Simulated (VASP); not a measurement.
SiGe2: single point with PBE

SiGe2:

```xyz
6
Lattice="3.9538 0.0000 0.0000 -1.9769 3.4241 0.0000 0.0000 0.0000 9.6564" Properties=species:S:1:pos:R:3 pbc="T T T"
Si    0.0000    2.2827    6.8396
Si    1.9769    1.1414    2.8168
Ge    0.0000    0.0000    3.5969
Ge    1.9769    1.1414    0.4225
Ge    0.0000    0.0000    6.0595
Ge    0.0000    2.2827    9.2339
```

- Program: VASP 6.6.1
- Task: single point
- Functional: PBE
- Potentials or basis: VASP PAW PBE potentials, release 64 (Si, Ge_d)
- Cutoff: 520 eV
- k mesh: 12 × 12 × 4
- Occupations: fermi-dirac, width 0.02 eV
- Spin: no spin polarisation

```json
{
  "Pressure": "2.5 GPa",
  "Largest force": "0.061 eV/Å",
  "Band gap on the k mesh": "0.56 eV, indirect (least direct gap 0.72 eV)"
}
```

Forces in eV/Å, atoms in the order of the input:
```
Si   0.000  0.000 -0.003
Si   0.000  0.000  0.003
Ge   0.000  0.000 -0.045
Ge   0.000  0.000  0.061
Ge   0.000  0.000  0.045
Ge   0.000  0.000 -0.061
```

Stress tensor (GPa, compression positive):
```
2.37 0.00 0.00
0.00 2.37 0.00
0.00 0.00 2.73
```

Levels at points of the mesh, in eV from the valence-band top:
| k point | band 30 | band 31 | band 32 | band 33 | band 34 | band 35 |
| --- | --- | --- | --- | --- | --- | --- |
| (0.00, 0.00, 0.00) | -0.02 | 0.00 | 0.00 | 0.72 | 0.80 | 1.20 |
| (0.50, 0.00, 0.00) | -2.95 | -2.03 | -1.83 | 0.71 | 0.73 | 1.73 |
| (0.00, 0.00, 0.50) | -0.65 | -0.39 | -0.39 | 0.61 | 1.41 | 1.43 |
| (0.50, 0.00, 0.50) | -2.68 | -1.35 | -1.35 | 0.61 | 0.90 | 1.17 |

Wall time 6 min on 1 thread of Oxide Virtual Turin-like Processor, with other jobs on the host, peak memory 0.39 GiB.

A k mesh can miss the band edges.
